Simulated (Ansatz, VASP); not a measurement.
# Ca2Ta3O in VASP and in Ansatz

```xyz
6
Lattice="4.2739 0.0000 0.0000 0.0000 4.2739 0.0000 0.0000 0.0000 6.1416" Properties=species:S:1:pos:R:3 pbc="T T T"
Ca    2.1370    2.1370    3.7795
Ca    0.0000    0.0000    3.7251
Ta    0.0000    2.1370    3.4484
Ta    2.1370    0.0000    3.4484
Ta    0.0000    0.0000    0.1582
O     0.0000    0.0000    1.6503
```

Alike in both runs: task single point; functional PBE; k mesh 4 × 4 × 4; occupations gaussian, width 0.1 eV; no spin polarisation.

|  | VASP | Ansatz |
| --- | --- | --- |
| version | VASP 6.6.1 | Ansatz 0.2.0 |
| potentials or method | VASP PAW PBE potentials, release 64 (Ca_sv, Ta_pv, O), cutoff 520 eV | scalar-relativistic, plane waves, PAW |
| valence electrons in the cell | 59 | 65 |

```tsv
	VASP	Ansatz	Ansatz less VASP
gap on the k mesh at the Fermi level (eV)	none	none	-
rms of the force components (eV/Å)	8.730	7.541	-1.1890
```

Atom by atom the forces differ by 1.215 eV/Å (rms over components). A gap of «none» marks a metal or a gap that the smearing closes. VASP's potentials hold 59 valence electrons a cell and Ansatz's 65, so a difference there can come from the potentials and not from the codes.

The k mesh is coarse, so the values compare programs but aren't converged. Neither program's run includes spin-orbit coupling.
